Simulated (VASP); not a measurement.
# Ni (Fm-3m) in VASP: further runs

Ni is run at these levels: PBE; tasks: single point.

Everything below comes from runs of VASP 6.6.1. Logs are shortened: lines on timing, memory, paths and dates and some standing lists are left out, and cuts for length are marked.

**1. The cell of the first run**

Symmetry: Fm-3m, No. 225, cubic system. Conventional cell: a = 3.615 Å, b = 3.615 Å, c = 3.615 Å, α = 90.00°, β = 90.00°, γ = 90.00°. Ni (site symmetry m-3m) has 12 Ni at 2.56 Å within 3.4 Å.

**2. Single point, PBE, collinear spin, ferromagnetic start**

File INCAR:

```
SYSTEM = Ni
  PREC = Accurate
  ENCUT = 520
  EDIFF = 1E-6
  ISMEAR = -1
  SIGMA = 0.1
  LREAL = .FALSE.
  LASPH = .TRUE.
  NELM = 150
  ALGO = Normal
  ISIF = 2
  LWAVE = .FALSE.
  LCHARG = .FALSE.
  ISPIN = 2
  MAGMOM = 2 2
  LORBIT = 11
  LMAXMIX = 4
  GGA = PE
  NBANDS = 21
```

File KPOINTS:

```
Automatic mesh
0
G
  14 14 7
  0 0 0
```

File POSCAR:

```
Ni
1.0
    0.0000000000      1.8075000000      1.8075000000
    1.8075000000      0.0000000000      1.8075000000
    3.6150000000      3.6150000000      0.0000000000
Ni
2
Direct
    0.0000000000      0.0000000000      0.0000000000
    0.0000000000      0.0000000000      0.5000000000
```

Potentials or basis: VASP PAW PBE potentials, release 64 (Ni).

The run is started by

```
$ cat potpaw_PBE.64/Ni/POTCAR > POTCAR
$ mpirun -np 1 vasp_std > vasp.out
```

OUTCAR:

```text
SYSTEM = Ni
   PREC = Accurate
   ENCUT = 520
   EDIFF = 1E-6
   ISMEAR = -1
   LREAL = .FALSE.
   LASPH = .TRUE.
   NELM = 150
   ISIF = 2
   ISPIN = 2
   LORBIT = 11
   GGA = PE

 ion  position               nearest neighbor table
   1  0.000  0.000  0.000-   2 2.56   2 2.56   2 2.56   2 2.56   2 2.56   2 2.56
   2  0.000  0.000  0.500-   1 2.56   1 2.56   1 2.56   1 2.56   1 2.56   1 2.56

  LATTYP: Found a trigonal (rhomboedric) cell.
 ALAT       =     4.4274527101
 COS(alpha) =     0.8333333333

  Lattice vectors:

 A1 = (   3.6150000000,   1.8075000000,  -1.8075000000)
 A2 = (   1.8075000000,   1.8075000000,  -3.6150000000)
 A3 = (   1.8075000000,   3.6150000000,  -1.8075000000)

Analysis of symmetry for initial positions (statically):
=====================================================================
 Subroutine PRICEL returns following result:

  LATTYP: Found a face centered cubic cell.
 ALAT       =     3.6150000000

  Lattice vectors:

 A1 = (   0.0000000000,   1.8075000000,   1.8075000000)
 A2 = (   1.8075000000,   0.0000000000,   1.8075000000)
 A3 = (   1.8075000000,   1.8075000000,   0.0000000000)

   2 primitive cells build up your supercell.

 Routine SETGRP: Setting up the symmetry group for a
 trigonal (rhombohedral) supercell.

 Subroutine GETGRP returns: Found 12 space group operations
 (whereof 12 operations were pure point group operations)
 out of a pool of 12 trial point group operations.

The static configuration has the point symmetry D_3d.

Analysis of symmetry for dynamics (positions and initial velocities):
=====================================================================
 Subroutine PRICEL returns following result:

  LATTYP: Found a face centered cubic cell.
 ALAT       =     3.6150000000

  Lattice vectors:

 A1 = (   0.0000000000,   1.8075000000,   1.8075000000)
 A2 = (   1.8075000000,   0.0000000000,   1.8075000000)
 A3 = (   1.8075000000,   1.8075000000,   0.0000000000)

   2 primitive cells build up your supercell.

 Routine SETGRP: Setting up the symmetry group for a
 trigonal (rhombohedral) supercell.

 Subroutine GETGRP returns: Found 12 space group operations
 (whereof 12 operations were pure point group operations)
 out of a pool of 12 trial point group operations.

The dynamic configuration has the point symmetry D_3d.

Analysis of structural, dynamic, and magnetic symmetry:
=====================================================================
 Subroutine PRICEL returns following result:

  LATTYP: Found a face centered cubic cell.
 ALAT       =     3.6150000000

  Lattice vectors:

 A1 = (   0.0000000000,   1.8075000000,   1.8075000000)
 A2 = (   1.8075000000,   0.0000000000,   1.8075000000)
 A3 = (   1.8075000000,   1.8075000000,   0.0000000000)

   2 primitive cells build up your supercell.

 Routine SETGRP: Setting up the symmetry group for a
 trigonal (rhombohedral) supercell.

 Subroutine GETGRP returns: Found 12 space group operations
 (whereof 12 operations were pure point group operations)
 out of a pool of 12 trial point group operations.

The overall configuration has the point symmetry D_3d.

 Subroutine INISYM returns: Found 12 space group operations
 (whereof 12 operations are pure point group operations),
 and found     2 'primitive' translations

----------------------------------------------------------------------------------------

                                     Primitive cell

  volume of cell :      11.8104

  direct lattice vectors                    reciprocal lattice vectors
     0.000000000  1.807500000  1.807500000    -0.276625173  0.276625173  0.276625173
     1.807500000  0.000000000  1.807500000     0.276625173 -0.276625173  0.276625173
     1.807500000  1.807500000  0.000000000     0.276625173  0.276625173 -0.276625173

  length of vectors
     2.556191014  2.556191014  2.556191014     0.479128854  0.479128854  0.479128854

  position of ions in fractional coordinates (direct lattice)
     0.000000000  0.000000000  0.000000000

  ion indices of the primitive-cell ions
   primitive index   ion index
                 1           1

----------------------------------------------------------------------------------------

 KPOINTS: Automatic mesh

Automatic generation of k-mesh.
 Grid dimensions read from file:
 generate k-points for:   14   14    7

 Generating k-lattice:

  Cartesian coordinates                     Fractional coordinates (reciprocal lattice)
    -0.019758941  0.019758941  0.019758941     0.071428571  0.000000000  0.000000000
     0.019758941 -0.019758941  0.019758941     0.000000000  0.071428571  0.000000000
     0.019758941  0.019758941 -0.019758941     0.000000000  0.000000000  0.142857143

  Length of vectors
     0.034223490  0.034223490  0.034223490

  Shift w.r.t. Gamma in fractional coordinates (k-lattice)
     0.000000000  0.000000000  0.000000000

 -----------------------------------------------------------------------------
|                                                                             |
|           W    W    AA    RRRRR   N    N  II  N    N   GGGG   !!!           |
|           W    W   A  A   R    R  NN   N  II  NN   N  G    G  !!!           |
|           W    W  A    A  R    R  N N  N  II  N N  N  G       !!!           |
|           W WW W  AAAAAA  RRRRR   N  N N  II  N  N N  G  GGG   !            |
|           WW  WW  A    A  R   R   N   NN  II  N   NN  G    G                |
|           W    W  A    A  R    R  N    N  II  N    N   GGGG   !!!           |
|                                                                             |
|     Your reciprocal lattice and k-lattice belong to different lattice       |
|     classes:                                                                |
|                                                                             |
|        The reciprocal lattice is rhombohedral (trigonal),                   |
|        whereas your k-lattice is body-centered cubic.                       |
|                                                                             |
|     Results are often still useful ...                                      |
|                                                                             |
 -----------------------------------------------------------------------------

 Subroutine IBZKPT returns following result:
 ===========================================

 Found    144 irreducible k-points:

 Following reciprocal coordinates:
            Coordinates               Weight
  0.000000  0.000000  0.000000      1.000000
  0.071429  0.000000  0.000000      6.000000
  0.142857  0.000000  0.000000      6.000000
  0.214286  0.000000  0.000000      6.000000
  0.285714  0.000000  0.000000      6.000000
  0.357143  0.000000  0.000000      6.000000
[... 16 lines left out ...]
  0.214286  0.142857  0.000000     12.000000
  0.285714  0.142857  0.000000     12.000000
 [... further k-points ...]
   k-points           NKPTS =    144   k-points in BZ     NKDIM =    144   number of bands    NBANDS=     21
   number of dos      NEDOS =    301   number of ions     NIONS =      2
   total plane-waves  NPLWV =  16000
   dimension x,y,z NGX =    20 NGY =   20 NGZ =   40
   dimension x,y,z NGXF=    40 NGYF=   40 NGZF=   80
   ions per type =               2
   NGX,Y,Z   is equivalent  to a cutoff of  13.01, 13.01, 13.01 a.u.
   NGXF,Y,Z  is equivalent  to a cutoff of  26.01, 26.01, 26.01 a.u.
 SYSTEM =  Ni
   PREC   = accura    normal or accurate (medium, high low for compatibility)
   ISTART =      0    job   : 0-new  1-cont  2-samecut
   ICHARG =      2    charge: 1-file 2-atom 10-const
   ISPIN  =      2    spin polarized calculation?
   LNONCOLLINEAR =      F non collinear calculations
   LSORBIT =      F    spin-orbit coupling
   LASPH  =      T    aspherical Exc in radial PAW
   ENCUT  =  520.0 eV  38.22 Ry    6.18 a.u.   4.75  4.75  9.51*2*pi/ulx,y,z
   NELM   =    150;   NELMIN=  2; NELMDL= -5     # of ELM steps
   EDIFF  = 0.1E-05   stopping-criterion for ELM
   LREAL  =      F    real-space projection
   EDIFFG = 0.1E-04   stopping-criterion for IOM
   NSW    =      0    number of steps for IOM
   IBRION =     -1    ionic relax: 0-MD 1-quasi-New 2-CG
   NFREE  =      0    steps in history (QN), initial steepest desc. (CG)
   ISIF   =      2    stress and relaxation
   ISYM   =      2    0-nonsym 1-usesym 2-fastsym
   POTIM  = 0.5000    time-step for ionic-motion
   TEBEG  =    0.0;   TEEND  =   0.0 temperature during run
   PSTRESS=    0.0 pullay stress
   NELECT =      20.0000    total number of electrons
   NUPDOWN=      -1.0000    fix difference up-down
   EMIN   =  10.00;   EMAX   =-10.00  energy-range for DOS
   EFERMI =   0.00;   METHOD = LEGACY
   ISMEAR =    -1;   SIGMA  =   0.10  broadening in eV -4-tet -1-fermi 0-gaus
   EFERMI_NEDOS =   21; number of points for ismear=-14 and -15
   IALGO  =     38    algorithm
   IMIX   =      4    mixing-type and parameters
     AMIX     =   0.40;   BMIX     =  1.00
     AMIX_MAG =   1.60;   BMIX_MAG =  1.00
  volume/ion in A,a.u.               =      11.81        79.70
  Fermi-wavevector in a.u.,A,eV,Ry     =   1.548769  2.926748 32.636078  2.398684
  Thomas-Fermi vector in A             =   2.653671
   LORBIT       =     11    0 simple, 1 ext, 2 COOP (PROOUT), +10 PAW based schemes
   GGA     = PE    functional components
   LHFCALC =     F    Hartree Fock is set to
   AEXX    =    0.0000 exact exchange contribution
   IVDW    =     0    specifies the selected vdW correction
   LEPSILON=     F    determine dielectric tensor
   LRPA    =     F    only Hartree local field effects (RPA)
 spin polarized calculation
  energy-cutoff  :      520.00
  volume of cell :       23.62
 maximum number of plane-waves:       663
   NGX =  9   NGY =  9   NGZ = 19

 number of electron      19.9999978 magnetization       1.2786986

 Free energy of the ion-electron system (eV)
  ---------------------------------------------------
  ext. energy  EPLUGINS =         0.00000000
  ---------------------------------------------------
  free energy    TOTEN  =       -10.91707083 eV

  energy without entropy =      -10.79580469  energy(sigma->0) =      -10.85643776

 E-fermi :   8.2560     XC(G=0): -12.7786

 val. band max:        8.2533736190   @ k =  -0.2857   0.0000   0.1429
 cond. band min:       8.2573443913   @ k =   0.4286   0.2857   0.2857
 fundamental gap:      0.0039707724
 Fermi energy:         8.2560127400

 spin component 1

 k-point     1 :       0.0000    0.0000    0.0000
  band No.  band energies     occupation
      1      -0.1882      1.00000
      2       3.8571      1.00000
      3       6.0271      1.00000
      4       6.0271      1.00000
      5       6.0271      1.00000
      6       6.0470      1.00000
[... 13 lines left out ...]
     20      34.5107      0.00000
     21      34.5107      0.00000

 k-point     2 :       0.0714    0.0000    0.0000
  band No.  band energies     occupation
      1      -0.0005      1.00000
      2       3.9523      1.00000
      3       5.9797      1.00000
      4       5.9832      1.00000
      5       6.0660      1.00000
      6       6.0660      1.00000
[... 520 lines left out ...]
 k-point    24 :       0.2857    0.1429    0.0000
  band No.  band energies     occupation
      1       2.3253      1.00000
      2       4.4891      1.00000
      3       5.2653      1.00000
      4       5.4535      1.00000
      5       5.7330      1.00000
      6       6.2487      1.00000
[... 13 lines left out ...]
     20      33.6846      0.00000
     21      35.9851      0.00000

 [... further k-points ...]

 spin component 2

 k-point     1 :       0.0000    0.0000    0.0000
  band No.  band energies     occupation
      1      -0.2296      1.00000
      2       4.2915      1.00000
      3       6.6829      1.00000
      4       6.6830      1.00000
      5       6.7841      1.00000
      6       6.7841      1.00000
[... 13 lines left out ...]
     20      34.5046      0.00000
     21      34.5065      0.00000

 k-point     2 :       0.0714    0.0000    0.0000
  band No.  band energies     occupation
      1      -0.0417      1.00000
      2       4.3875      1.00000
      3       6.5836      1.00000
      4       6.7336      1.00000
      5       6.7557      1.00000
      6       6.8246      1.00000
[... 520 lines left out ...]
 k-point    24 :       0.2857    0.1429    0.0000
  band No.  band energies     occupation
      1       2.3130      1.00000
      2       4.7199      1.00000
      3       5.8687      1.00000
      4       6.1340      1.00000
      5       6.3270      1.00000
      6       6.8911      1.00000
[... 13 lines left out ...]
     20      33.6934      0.00000
     21      36.0882      0.00000

 [... further k-points ...]
[... 5 lines left out ...]
  --------------------------------------------------------------------------------------
  -------------------------------------------------------------------------------------
  Total       -1.8601020     -1.8601020     -1.8601020     -0.0000004      0.0000004      0.0000004
  in kB     -126.1689369   -126.1689369   -126.1689369     -0.0000256      0.0000256      0.0000256
  external PRESSURE =    -126.1689369 kB  Pullay stress =       0.0000000 kB

 VOLUME and BASIS-vectors are now :
 -----------------------------------------------------------------------------
  energy-cutoff  :      520.00
  volume of cell :       23.62
      direct lattice vectors                 reciprocal lattice vectors
     0.000000000  1.807500000  1.807500000    -0.276625173  0.276625173  0.276625173
     1.807500000  0.000000000  1.807500000     0.276625173 -0.276625173  0.276625173
     3.615000000  3.615000000  0.000000000     0.138312586  0.138312586 -0.138312586

 POSITION                                       TOTAL-FORCE (eV/Angst)
 -----------------------------------------------------------------------------------
      0.00000      0.00000      0.00000        -0.000000      0.000000     -0.000000
      1.80750      1.80750      0.00000         0.000000     -0.000000      0.000000
 -----------------------------------------------------------------------------------
    total drift:                               -0.000000     -0.000000      0.000000

  FREE ENERGIE OF THE ION-ELECTRON SYSTEM (eV)
  ---------------------------------------------------
  free  energy   TOTEN  =       -10.9170708254 eV

  energy  without entropy=      -10.7958046918  energy(sigma->0) =      -10.85643776

 total charge

# of ion       s       p       d       tot
------------------------------------------
    1        0.465   0.430   8.282   9.176
    2        0.465   0.430   8.282   9.176
--------------------------------------------------
tot          0.930   0.859  16.563  18.352

 magnetization (x)

# of ion       s       p       d       tot
------------------------------------------
    1       -0.006  -0.024   0.689   0.659
    2       -0.006  -0.024   0.689   0.659
--------------------------------------------------
tot         -0.013  -0.048   1.378   1.317
```

It took 71 s on 1 thread of Intel Xeon 6975P-C (Granite Rapids), shared host; peak memory 0.22 GiB.

Results:

| Property | Result |
| --- | --- |
| Free energy | -10.9171 eV |
| Pressure | -12.6 GPa |
| Net moment | 1.28 μB per cell |
| Site moments | Ni +0.66 μB |
| Valence electrons inside the program's atomic spheres | Ni 9.18 |

Levels at points of the mesh, in eV from the Fermi level:
Spin up:
```tsv
k point	band 7	band 8	band 9	band 10	band 11	band 12	band 13	band 14	band 15	band 16
(0.00, 0.00, 0.00)	-2.21	-1.19	-1.19	-0.62	-0.62	-0.13	5.11	21.56	23.03	23.28
(0.50, 0.00, 0.00)	-0.62	-0.57	-0.50	-0.50	-0.13	2.42	5.11	8.51	14.09	14.09
```
Spin down:
| k point | band 5 | band 6 | band 7 | band 8 | band 9 | band 10 | band 11 | band 12 | band 13 | band 14 |
| --- | --- | --- | --- | --- | --- | --- | --- | --- | --- | --- |
| (0.00, 0.00, 0.00) | -1.47 | -1.47 | -1.47 | -0.58 | -0.58 | -0.20 | 0.15 | 0.15 | 5.53 | 21.40 |
| (0.50, 0.00, 0.00) | -1.57 | -0.20 | 0.07 | 0.15 | 0.15 | 0.36 | 0.36 | 2.37 | 5.53 | 8.76 |

Caveat: the cell stands under tension.

**3. Single point, PBE, collinear spin**

File INCAR:

```
ALGO = Normal
EDIFF = 1E-6
ENCUT = 520
GGA = PE
ISIF = 2
ISMEAR = -1
ISPIN = 2
LASPH = T
LCHARG = F
LMAXMIX = 4
LORBIT = 11
LREAL = F
LWAVE = F
MAGMOM = 0.06 0.06
NBANDS = 21
NELM = 150
PREC = Accurate
SIGMA = 0.1
```

File KPOINTS:

```
k-points
0
Gamma
  14 14 7
```

POSCAR is that of step 2.

Potentials or basis: VASP PAW PBE potentials, release 64 (Ni).

The run is started by

```
$ cat potpaw_PBE.64/Ni/POTCAR > POTCAR
$ mpirun -np 1 vasp_std > vasp.out
```

Run time: 81 s. Hardware: 1 thread of Intel Xeon 6975P-C (Granite Rapids), shared host; peak memory 0.22 GiB.

The run converged. Its results:

```
Free energy                                           : -10.8446 eV
Pressure                                              : -13.5 GPa
Band gap on the k mesh                                : zero (filled and empty bands overlap)
Net moment                                            : 0.00 μB per cell
Valence electrons inside the program's atomic spheres : Ni 9.18
```

Levels at points of the mesh, in eV from the Fermi level:
Spin up:
| k point | band 6 | band 7 | band 8 | band 9 | band 10 | band 11 | band 12 | band 13 | band 14 | band 15 |
| --- | --- | --- | --- | --- | --- | --- | --- | --- | --- | --- |
| (0.00, 0.00, 0.00) | -1.66 | -1.66 | -0.69 | -0.69 | -0.04 | -0.04 | 0.00 | 5.50 | 21.65 | 23.11 |
| (0.50, 0.00, 0.00) | -0.05 | -0.04 | -0.04 | 0.00 | 0.12 | 0.12 | 2.56 | 5.50 | 8.81 | 14.26 |
Spin down:
| k point | band 6 | band 7 | band 8 | band 9 | band 10 | band 11 | band 12 | band 13 | band 14 | band 15 |
| --- | --- | --- | --- | --- | --- | --- | --- | --- | --- | --- |
| (0.00, 0.00, 0.00) | -1.66 | -1.66 | -0.69 | -0.69 | -0.04 | -0.04 | 0.00 | 5.50 | 21.65 | 23.11 |
| (0.50, 0.00, 0.00) | -0.05 | -0.04 | -0.04 | 0.00 | 0.12 | 0.12 | 2.56 | 5.50 | 8.81 | 14.26 |

Caveat: the cell stands under tension.

**4. Single point, PBE, collinear spin**

File INCAR:

```
ALGO = Normal ; EDIFF = 1E-6
ENCUT = 520 ; GGA = PE
ISIF = 2 ; ISMEAR = -1
ISPIN = 2 ; ISYM = 0
LASPH = T ; LCHARG = F
LMAXMIX = 4 ; LORBIT = 11
LREAL = F ; LWAVE = F
MAGMOM = 0.06 0.06 ; NBANDS = 21
NELM = 150 ; PREC = Accurate
SIGMA = 0.1
```

KPOINTS is that of step 3.

POSCAR is that of step 3.

The run is started by

```
$ cat potpaw_PBE.64/Ni/POTCAR > POTCAR
$ mpirun -np 1 vasp_std > vasp.out
```

It took 26 min on 1 thread of Oxide Virtual Turin-like, shared host; peak memory 0.5 GiB.

It converged, with:

| Property | Result |
| --- | --- |
| Free energy | -10.8446 eV |
| Pressure | -13.5 GPa |
| Band gap on the k mesh | zero (filled and empty bands overlap) |
| Net moment | 0.00 μB per cell |
| Valence electrons inside the program's atomic spheres | Ni 9.18 |

Levels at points of the mesh, in eV from the Fermi level:
Spin up:
```
           k point  band 6  band 7  band 8  band 9  band 10  band 11  band 12  band 13  band 14  band 15
(0.00, 0.00, 0.00)   -1.66   -1.66   -0.69   -0.69    -0.04    -0.04     0.00     5.50    21.65    23.11
(0.50, 0.00, 0.00)   -0.05   -0.04   -0.04    0.00     0.12     0.12     2.56     5.50     8.81    14.26
(0.00, 0.50, 0.00)   -0.05   -0.04   -0.04    0.00     0.12     0.12     2.56     5.50     8.81    14.26
(0.50, 0.50, 0.00)   -0.05   -0.04   -0.04    0.00     0.12     0.12     2.56     5.50     8.81    14.26
```
Spin down:
| k point | band 6 | band 7 | band 8 | band 9 | band 10 | band 11 | band 12 | band 13 | band 14 | band 15 |
| --- | --- | --- | --- | --- | --- | --- | --- | --- | --- | --- |
| (0.00, 0.00, 0.00) | -1.66 | -1.66 | -0.69 | -0.69 | -0.04 | -0.04 | 0.00 | 5.50 | 21.65 | 23.11 |
| (0.50, 0.00, 0.00) | -0.05 | -0.04 | -0.04 | 0.00 | 0.12 | 0.12 | 2.56 | 5.50 | 8.81 | 14.26 |
| (0.00, 0.50, 0.00) | -0.05 | -0.04 | -0.04 | 0.00 | 0.12 | 0.12 | 2.56 | 5.50 | 8.81 | 14.26 |
| (0.50, 0.50, 0.00) | -0.05 | -0.04 | -0.04 | 0.00 | 0.12 | 0.12 | 2.56 | 5.50 | 8.81 | 14.26 |

Caveat: the cell stands under tension.
